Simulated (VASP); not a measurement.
Hf, 2 atoms in the cell. It takes space group P6_3/mmc (No. 194, hexagonal). Conventional cell: a = 3.197 Å, b = 3.197 Å, c = 5.058 Å, α = 90.00°, β = 90.00°, γ = 120.00°. Hf (site symmetry -6m2) has 12 Hf at 3.13 to 3.20 Å within 4.1 Å. 

```yaml
Program: VASP 6.6.1
Task: single point
Functional: PBE
Potentials_or_basis: VASP PAW PBE potentials, release 64 (Hf_pv)
Cutoff: 520 eV
k_mesh: 6 × 6 × 3
Occupations: fermi-dirac, width 0.05 eV
Spin: no spin polarisation
Dipole_correction: no
Further_INCAR_settings: ALGO = Fast; EDIFF = 1e-07; NBANDS = 17
```

Potentials or basis: VASP PAW PBE potentials, release 64 (Hf_pv).

The run is started by

```sh
$ cat potpaw_PBE.64/Hf_pv/POTCAR > POTCAR
$ mpirun -np 1 vasp_std > vasp.out
```

Hardware: 1 thread of AMD EPYC 7R13 Processor (Zen 3), on a shared host.

How long does it take, and how much memory?

Run time: 20 s on 1 thread of AMD EPYC 7R13 Processor (Zen 3), on a shared host, peak memory 0.12 GiB. Counts: scf iterations 17, k points 14.
